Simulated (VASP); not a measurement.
# CrN2 (Pnnm) in VASP: notebook

CrN2 is run at these levels: PBEsol; tasks: single point.

Everything below comes from runs of VASP 6.6.1. Logs are shortened: lines on timing, memory, paths and dates and some standing lists are left out, and cuts for length are marked.

## 1. The cell of the first run

Symmetry: Pnnm, No. 58, orthorhombic system. Conventional cell: a = 3.902 Å, b = 4.810 Å, c = 2.784 Å, α = 90.00°, β = 90.00°, γ = 90.00°. Within 2.9 Å of Cr (site symmetry 2/m) lie 12 N at 2.04 to 2.88 Å and 2 Cr at 2.78 Å. N (site symmetry m) has 1 N at 1.35 Å within 1.8 Å.

## 2. Single point, PBEsol, collinear spin, ferromagnetic start

The input, INCAR:

```
PREC = Accurate
ENCUT = 520
EDIFF = 1E-7
ISMEAR = -1
SIGMA = 0.05
LREAL = F
LASPH = T
NELM = 150
ALGO = Normal
ISIF = 2
LWAVE = F
LCHARG = F
ISPIN = 2
MAGMOM = 3.75 3.75 0 0 0 0
LORBIT = 11
NUPDOWN = 7.5
LMAXMIX = 4
GGA = PS
NBANDS = 35
```

The input, KPOINTS:

```
regular mesh
0
Gamma
  6 5 8
```

The input, POSCAR:

```
CrN2
1.0
    3.9017860000      0.0000000000      0.0000000000
    0.0000000000      4.8095120000      0.0000000000
    0.0000000000      0.0000000000      2.7841700000
Cr N
2 4
Direct
    0.0000000000      0.0000000000      0.0000000000
    0.5000000000      0.5000000000      0.5000000000
    0.8661700000      0.5887750000      0.0000000000
    0.1338300000      0.4112250000      0.0000000000
    0.3661700000      0.9112250000      0.5000000000
    0.6338300000      0.0887750000      0.5000000000
```

Potentials or basis: VASP PAW PBE potentials, release 64 (Cr_pv, N).

Started as:

```sh
$ cat potpaw_PBE.64/Cr_pv/POTCAR potpaw_PBE.64/N/POTCAR > POTCAR
$ mpirun -np 1 vasp_std > vasp.out
```

OUTCAR:

```text
PREC = Accurate
   ENCUT = 520
   EDIFF = 1E-7
   ISMEAR = -1
   LREAL = F
   LASPH = T
   NELM = 150
   ISIF = 2
   ISPIN = 2
   LORBIT = 11
   NUPDOWN = 7.5
   GGA = PS

 ion  position               nearest neighbor table
   1  0.000  0.000  0.000-   5 2.04   6 2.04   5 2.04   6 2.04   3 2.05   4 2.05
   2  0.500  0.500  0.500-   3 2.04   4 2.04   3 2.04   4 2.04   5 2.05   6 2.05
   3  0.866  0.589  0.000-   4 1.35   2 2.04   2 2.04   1 2.05
   4  0.134  0.411  0.000-   3 1.35   2 2.04   2 2.04   1 2.05
   5  0.366  0.911  0.500-   6 1.35   1 2.04   1 2.04   2 2.05
   6  0.634  0.089  0.500-   5 1.35   1 2.04   1 2.04   2 2.05

  LATTYP: Found a simple orthorhombic cell.
 ALAT       =     2.7841700000
 B/A-ratio  =     1.4014180169
 C/A-ratio  =     1.7274491141

  Lattice vectors:

 A1 = (   0.0000000000,   0.0000000000,   2.7841700000)
 A2 = (   3.9017860000,   0.0000000000,   0.0000000000)
 A3 = (   0.0000000000,   4.8095120000,   0.0000000000)

Analysis of symmetry for initial positions (statically):
=====================================================================
 Subroutine PRICEL returns:
 Original cell was already a primitive cell.

 Routine SETGRP: Setting up the symmetry group for a
 simple orthorhombic supercell.

 Subroutine GETGRP returns: Found  8 space group operations
 (whereof  4 operations were pure point group operations)
 out of a pool of  8 trial point group operations.

The static configuration has the point symmetry C_2h.
 The point group associated with its full space group is D_2h.

Analysis of symmetry for dynamics (positions and initial velocities):
=====================================================================
 Subroutine PRICEL returns:
 Original cell was already a primitive cell.

 Routine SETGRP: Setting up the symmetry group for a
 simple orthorhombic supercell.

 Subroutine GETGRP returns: Found  8 space group operations
 (whereof  4 operations were pure point group operations)
 out of a pool of  8 trial point group operations.

The dynamic configuration has the point symmetry C_2h.
 The point group associated with its full space group is D_2h.

Analysis of structural, dynamic, and magnetic symmetry:
=====================================================================
 Subroutine PRICEL returns:
 Original cell was already a primitive cell.

 Routine SETGRP: Setting up the symmetry group for a
 simple orthorhombic supercell.

 Subroutine GETGRP returns: Found  8 space group operations
 (whereof  4 operations were pure point group operations)
 out of a pool of  8 trial point group operations.

The overall configuration has the point symmetry C_2h.
 The point group associated with its full space group is D_2h.

 Subroutine INISYM returns: Found  8 space group operations
 (whereof  4 operations are pure point group operations),
 and found     1 'primitive' translations

----------------------------------------------------------------------------------------

                                     Primitive cell

  volume of cell :      52.2469

  direct lattice vectors                    reciprocal lattice vectors
     3.901786000  0.000000000  0.000000000     0.256292887  0.000000000  0.000000000
     0.000000000  4.809512000  0.000000000     0.000000000  0.207921303  0.000000000
     0.000000000  0.000000000  2.784170000     0.000000000  0.000000000  0.359173470

  length of vectors
     3.901786000  4.809512000  2.784170000     0.256292887  0.207921303  0.359173470

  position of ions in fractional coordinates (direct lattice)
     0.000000000  0.000000000  0.000000000
     0.500000000  0.500000000  0.500000000
     0.866170000  0.588775000  0.000000000
     0.133830000  0.411225000  0.000000000
     0.366170000  0.911225000  0.500000000
     0.633830000  0.088775000  0.500000000

  ion indices of the primitive-cell ions
   primitive index   ion index
                 1           1
                 2           2
                 3           3
                 4           4
                 5           5
                 6           6

[... 50 lines left out ...]
  0.333333  0.400000  0.125000      8.000000
  0.500000  0.400000  0.125000      4.000000
 [... further k-points ...]
   k-points           NKPTS =     60   k-points in BZ     NKDIM =     60   number of bands    NBANDS=     35
   number of dos      NEDOS =    301   number of ions     NIONS =      6
   total plane-waves  NPLWV =  25920
   dimension x,y,z NGX =    30 NGY =   36 NGZ =   24
   dimension x,y,z NGXF=    60 NGYF=   72 NGZF=   48
   ions per type =               2   4
   NGX,Y,Z   is equivalent  to a cutoff of  12.78, 12.44, 14.33 a.u.
   NGXF,Y,Z  is equivalent  to a cutoff of  25.56, 24.89, 28.66 a.u.
 SYSTEM =  unknown system
   PREC   = accura    normal or accurate (medium, high low for compatibility)
   ISTART =      0    job   : 0-new  1-cont  2-samecut
   ICHARG =      2    charge: 1-file 2-atom 10-const
   ISPIN  =      2    spin polarized calculation?
   LNONCOLLINEAR =      F non collinear calculations
   LSORBIT =      F    spin-orbit coupling
   LASPH  =      T    aspherical Exc in radial PAW
   ENCUT  =  520.0 eV  38.22 Ry    6.18 a.u.   7.25  8.94  5.18*2*pi/ulx,y,z
   NELM   =    150;   NELMIN=  2; NELMDL= -5     # of ELM steps
   EDIFF  = 0.1E-06   stopping-criterion for ELM
   LREAL  =      F    real-space projection
   EDIFFG = 0.1E-05   stopping-criterion for IOM
   NSW    =      0    number of steps for IOM
   IBRION =     -1    ionic relax: 0-MD 1-quasi-New 2-CG
   NFREE  =      0    steps in history (QN), initial steepest desc. (CG)
   ISIF   =      2    stress and relaxation
   ISYM   =      2    0-nonsym 1-usesym 2-fastsym
   POTIM  = 0.5000    time-step for ionic-motion
   TEBEG  =    0.0;   TEEND  =   0.0 temperature during run
   PSTRESS=    0.0 pullay stress
   NELECT =      44.0000    total number of electrons
   NUPDOWN=       7.5000    fix difference up-down
   EMIN   =  10.00;   EMAX   =-10.00  energy-range for DOS
   EFERMI =   0.00;   METHOD = LEGACY
   ISMEAR =    -1;   SIGMA  =   0.05  broadening in eV -4-tet -1-fermi 0-gaus
   EFERMI_NEDOS =   21; number of points for ismear=-14 and -15
   IALGO  =     38    algorithm
   IMIX   =      4    mixing-type and parameters
     AMIX     =   0.40;   BMIX     =  1.00
     AMIX_MAG =   1.60;   BMIX_MAG =  1.00
  volume/ion in A,a.u.               =       8.71        58.76
  Fermi-wavevector in a.u.,A,eV,Ry     =   1.545986  2.921491 32.518928  2.390074
  Thomas-Fermi vector in A             =   2.651287
   LORBIT       =     11    0 simple, 1 ext, 2 COOP (PROOUT), +10 PAW based schemes
   GGA     = PS    functional components
   LHFCALC =     F    Hartree Fock is set to
   AEXX    =    0.0000 exact exchange contribution
   IVDW    =     0    specifies the selected vdW correction
   LEPSILON=     F    determine dielectric tensor
   LRPA    =     F    only Hartree local field effects (RPA)
 spin polarized calculation
  energy-cutoff  :      520.00
  volume of cell :       52.25
 maximum number of plane-waves:      1425
 NGX is ok and might be reduce to    30
   NGX = 15   NGY = 17   NGZ = 11

 number of electron      44.0000012 magnetization       7.5000004

 Free energy of the ion-electron system (eV)
  ---------------------------------------------------
  ext. energy  EPLUGINS =         0.00000000
  ---------------------------------------------------
  free energy    TOTEN  =       -53.97458739 eV

  energy without entropy =      -53.94839765  energy(sigma->0) =      -53.96149252

 E-fermi :   7.2694     XC(G=0): -12.8444

 val. band max:        9.1821235534   @ k =   0.3333   0.0000   0.5000
 cond. band min:       7.2890609002   @ k =   0.3333   0.4000   0.2500
 fundamental gap:     -1.8930626532
 Fermi energy:         9.1823400841

 spin component 1

 k-point     1 :       0.0000    0.0000    0.0000
  band No.  band energies     occupation
      1     -35.6320      1.00000
      2     -35.5995      1.00000
      3     -35.5613      1.00000
      4     -35.5063      1.00000
      5     -35.4429      1.00000
      6     -35.4305      1.00000
[... 877 lines left out ...]
     33      16.8373      0.00000
     34      16.8373      0.00000

 [... further k-points ...]

 spin component 2

 k-point     1 :       0.0000    0.0000    0.0000
  band No.  band energies     occupation
      1     -32.7204      1.00000
      2     -32.7040      1.00000
      3     -32.6054      1.00000
      4     -32.5623      1.00000
      5     -32.4582      1.00000
      6     -32.4437      1.00000
[... 877 lines left out ...]
     33      18.3517      0.00000
     34      18.6241      0.00000

 [... further k-points ...]

 [bands above 34 left out]

------------------------ aborting loop because EDIFF is reached ----------------------------------------

  FORCE on cell =-STRESS in cart. coord.  units (eV):
  Direction    XX          YY          ZZ          XY          YZ          ZX
  --------------------------------------------------------------------------------------
  -------------------------------------------------------------------------------------
  Total        0.6332066     -0.6620730      6.4130062      0.0000000      0.0000000      0.0000000
  in kB       19.4176108    -20.3028153    196.6581885      0.0000000      0.0000000      0.0000000
  external PRESSURE =      65.2576613 kB  Pullay stress =       0.0000000 kB

 VOLUME and BASIS-vectors are now :
 -----------------------------------------------------------------------------
  energy-cutoff  :      520.00
  volume of cell :       52.25
      direct lattice vectors                 reciprocal lattice vectors
     3.901786000  0.000000000  0.000000000     0.256292887  0.000000000  0.000000000
     0.000000000  4.809512000  0.000000000     0.000000000  0.207921303  0.000000000
     0.000000000  0.000000000  2.784170000     0.000000000  0.000000000  0.359173470

 POSITION                                       TOTAL-FORCE (eV/Angst)
 -----------------------------------------------------------------------------------
      0.00000      0.00000      0.00000         0.000000      0.000000      0.000000
      1.95089      2.40476      1.39209         0.000000      0.000000      0.000000
      3.37961      2.83172      0.00000         1.002520     -0.813505      0.000000
      0.52218      1.97779      0.00000        -1.002520      0.813505      0.000000
      1.42872      4.38255      1.39209         1.002520      0.813505      0.000000
      2.47307      0.42696      1.39209        -1.002520     -0.813505      0.000000
 -----------------------------------------------------------------------------------
    total drift:                               -0.000000      0.000000     -0.000000

  FREE ENERGIE OF THE ION-ELECTRON SYSTEM (eV)
  ---------------------------------------------------
  free  energy   TOTEN  =       -53.9745873915 eV

  energy  without entropy=      -53.9483976535  energy(sigma->0) =      -53.96149252

 total charge

# of ion       s       p       d       tot
------------------------------------------
    1        0.325   6.370   4.204  10.899
    2        0.325   6.370   4.204  10.899
    3        1.251   2.498   0.000   3.749
    4        1.251   2.498   0.000   3.749
    5        1.251   2.498   0.000   3.749
    6        1.251   2.498   0.000   3.749
--------------------------------------------------
tot          5.656  22.732   8.408  36.796

 magnetization (x)

# of ion       s       p       d       tot
------------------------------------------
    1        0.029   0.079   2.879   2.987
    2        0.029   0.079   2.879   2.987
    3        0.007   0.206   0.000   0.213
    4        0.007   0.206   0.000   0.213
    5        0.007   0.206   0.000   0.213
    6        0.007   0.206   0.000   0.213
--------------------------------------------------
tot          0.084   0.983   5.758   6.826
```

It took 3.5 min on 1 thread of Oxide Virtual Turin-like, shared host; peak memory 0.25 GiB.

What came out:

```
Free energy                                           : -53.9746 eV
Pressure                                              : 6.5 GPa
Largest force                                         : 1.291 eV/Å
Net moment                                            : 7.50 μB per cell
Site moments                                          : Cr +2.99; N +0.21 μB
Valence electrons inside the program's atomic spheres : Cr 10.90; N 3.75
```

Forces in eV/Å, atoms in the order of the input:
```
Cr   0.000  0.000  0.000
Cr   0.000  0.000  0.000
N    1.003 -0.814  0.000
N   -1.003  0.814  0.000
N    1.003  0.814  0.000
N   -1.003 -0.814  0.000
```

Caveat: the stress differs along the axes, from -2 to 20 GPa; the PAW data sets were made with another functional, which shifts forces and pressure a little; the total moment is fixed, so each spin has its own Fermi level and the state may be an excited one; the run started ferromagnetic, and an antiferromagnetic order may lie lower in energy.

## 3. Single point, PBEsol, collinear spin, ferromagnetic start

The input, INCAR:

```
  ALGO = Normal
  EDIFF = 1E-7
  ENCUT = 520
  GGA = PS
  ISIF = 2
  ISMEAR = -1
  ISPIN = 2
  LASPH = T
  LCHARG = T
  LELF = T
  LMAXMIX = 4
  LORBIT = 11
  LREAL = F
  LVHAR = T
  LWAVE = F
  MAGMOM = 4.5 4.5 0 0 0 0
  NBANDS = 35
  NELM = 150
  NUPDOWN = 9.0
  PREC = Accurate
  SIGMA = 0.05
```

The input, KPOINTS:

```
k-points
0
Gamma
  6 5 8
```

POSCAR is that of step 2.

Potentials or basis: VASP PAW PBE potentials, release 64 (Cr_pv, N).

Started as:

```sh
$ cat potpaw_PBE.64/Cr_pv/POTCAR potpaw_PBE.64/N/POTCAR > POTCAR
$ mpirun -np 1 vasp_std > vasp.out
```

OUTCAR:

```text
EDIFF = 1E-7
   ENCUT = 520
   GGA = PS
   ISIF = 2
   ISMEAR = -1
   ISPIN = 2
   LASPH = T
   LORBIT = 11
   LREAL = F
   NELM = 150
   NUPDOWN = 9.0
   PREC = Accurate

 ion  position               nearest neighbor table
   1  0.000  0.000  0.000-   5 2.04   6 2.04   5 2.04   6 2.04   3 2.05   4 2.05
   2  0.500  0.500  0.500-   3 2.04   4 2.04   3 2.04   4 2.04   5 2.05   6 2.05
   3  0.866  0.589  0.000-   4 1.35   2 2.04   2 2.04   1 2.05
   4  0.134  0.411  0.000-   3 1.35   2 2.04   2 2.04   1 2.05
   5  0.366  0.911  0.500-   6 1.35   1 2.04   1 2.04   2 2.05
   6  0.634  0.089  0.500-   5 1.35   1 2.04   1 2.04   2 2.05

  LATTYP: Found a simple orthorhombic cell.
 ALAT       =     2.7841700000
 B/A-ratio  =     1.4014180169
 C/A-ratio  =     1.7274491141

  Lattice vectors:

 A1 = (   0.0000000000,   0.0000000000,   2.7841700000)
 A2 = (   3.9017860000,   0.0000000000,   0.0000000000)
 A3 = (   0.0000000000,   4.8095120000,   0.0000000000)

Analysis of symmetry for initial positions (statically):
=====================================================================
 Subroutine PRICEL returns:
 Original cell was already a primitive cell.

 Routine SETGRP: Setting up the symmetry group for a
 simple orthorhombic supercell.

 Subroutine GETGRP returns: Found  8 space group operations
 (whereof  4 operations were pure point group operations)
 out of a pool of  8 trial point group operations.

The static configuration has the point symmetry C_2h.
 The point group associated with its full space group is D_2h.

Analysis of symmetry for dynamics (positions and initial velocities):
=====================================================================
 Subroutine PRICEL returns:
 Original cell was already a primitive cell.

 Routine SETGRP: Setting up the symmetry group for a
 simple orthorhombic supercell.

 Subroutine GETGRP returns: Found  8 space group operations
 (whereof  4 operations were pure point group operations)
 out of a pool of  8 trial point group operations.

[... 184 lines left out ...]
      2     -35.2315      1.00000
      3     -35.1866      1.00000
      4     -35.1316      1.00000
      5     -35.0636      1.00000
      6     -35.0506      1.00000
[... 877 lines left out ...]
     33      16.7455      0.00000
     34      16.7455      0.00000

 [... further k-points ...]

 spin component 2

 k-point     1 :       0.0000    0.0000    0.0000
  band No.  band energies     occupation
      1     -32.0515      1.00000
      2     -32.0190      1.00000
      3     -31.9552      1.00000
      4     -31.8944      1.00000
      5     -31.7614      1.00000
      6     -31.7461      1.00000
[... 877 lines left out ...]
     33      19.0056      0.00000
     34      19.0065      0.00000

 [... further k-points ...]

 [bands above 34 left out]

------------------------ aborting loop because EDIFF is reached ----------------------------------------

  FORCE on cell =-STRESS in cart. coord.  units (eV):
  Direction    XX          YY          ZZ          XY          YZ          ZX
  --------------------------------------------------------------------------------------
  -------------------------------------------------------------------------------------
  Total        3.7152597      3.4828105     11.6629733     -0.0000000      0.0000000      0.0000000
  in kB      113.9303826    106.8022055    357.6511739     -0.0000000      0.0000000      0.0000000
  external PRESSURE =     192.7945873 kB  Pullay stress =       0.0000000 kB

 VOLUME and BASIS-vectors are now :
 -----------------------------------------------------------------------------
  energy-cutoff  :      520.00
  volume of cell :       52.25
      direct lattice vectors                 reciprocal lattice vectors
     3.901786000  0.000000000  0.000000000     0.256292887  0.000000000  0.000000000
     0.000000000  4.809512000  0.000000000     0.000000000  0.207921303  0.000000000
     0.000000000  0.000000000  2.784170000     0.000000000  0.000000000  0.359173470

 POSITION                                       TOTAL-FORCE (eV/Angst)
 -----------------------------------------------------------------------------------
      0.00000      0.00000      0.00000         0.000000      0.000000      0.000000
      1.95089      2.40476      1.39209         0.000000      0.000000      0.000000
      3.37961      2.83172      0.00000         2.060485     -1.827384      0.000000
      0.52218      1.97779      0.00000        -2.060485      1.827384      0.000000
      1.42872      4.38255      1.39209         2.060485      1.827384      0.000000
      2.47307      0.42696      1.39209        -2.060485     -1.827384      0.000000
 -----------------------------------------------------------------------------------
    total drift:                               -0.000000      0.000000      0.000000

  FREE ENERGIE OF THE ION-ELECTRON SYSTEM (eV)
  ---------------------------------------------------
  free  energy   TOTEN  =       -51.7389587964 eV

  energy  without entropy=      -51.7094640001  energy(sigma->0) =      -51.72421140

 total charge

# of ion       s       p       d       tot
------------------------------------------
    1        0.313   6.355   4.260  10.928
    2        0.313   6.355   4.260  10.928
    3        1.258   2.490   0.000   3.749
    4        1.258   2.490   0.000   3.749
    5        1.258   2.490   0.000   3.749
    6        1.258   2.490   0.000   3.749
--------------------------------------------------
tot          5.659  22.672   8.521  36.851

 magnetization (x)

# of ion       s       p       d       tot
------------------------------------------
    1        0.040   0.099   3.184   3.323
    2        0.040   0.099   3.184   3.323
    3        0.015   0.343   0.000   0.358
    4        0.015   0.343   0.000   0.358
    5        0.015   0.343   0.000   0.358
    6        0.015   0.343   0.000   0.358
--------------------------------------------------
tot          0.141   1.570   6.367   8.078
```

It took 5.3 min on 1 thread of Oxide Virtual Turin-like, shared host; peak memory 0.26 GiB.

What came out:

| Property | Result |
| --- | --- |
| Free energy | -51.7390 eV |
| Pressure | 19.3 GPa |
| Largest force | 2.754 eV/Å |
| Net moment | 9.00 μB per cell |
| Site moments | Cr +3.32; N +0.36 μB |
| Valence electrons inside the program's atomic spheres | Cr 10.93; N 3.75 |

Forces on the atoms (eV/Å):
```
Cr   0.000  0.000  0.000
Cr   0.000  0.000  0.000
N    2.060 -1.827  0.000
N   -2.060  1.827  0.000
N    2.060  1.827  0.000
N   -2.060 -1.827  0.000
```

Caveat: the stress differs along the axes, from 11 to 36 GPa; the PAW data sets were made with another functional, which shifts forces and pressure a little; the total moment is fixed, so each spin has its own Fermi level and the state may be an excited one; the run started ferromagnetic, and an antiferromagnetic order may lie lower in energy.

(Part 1 of 2 ends here.)
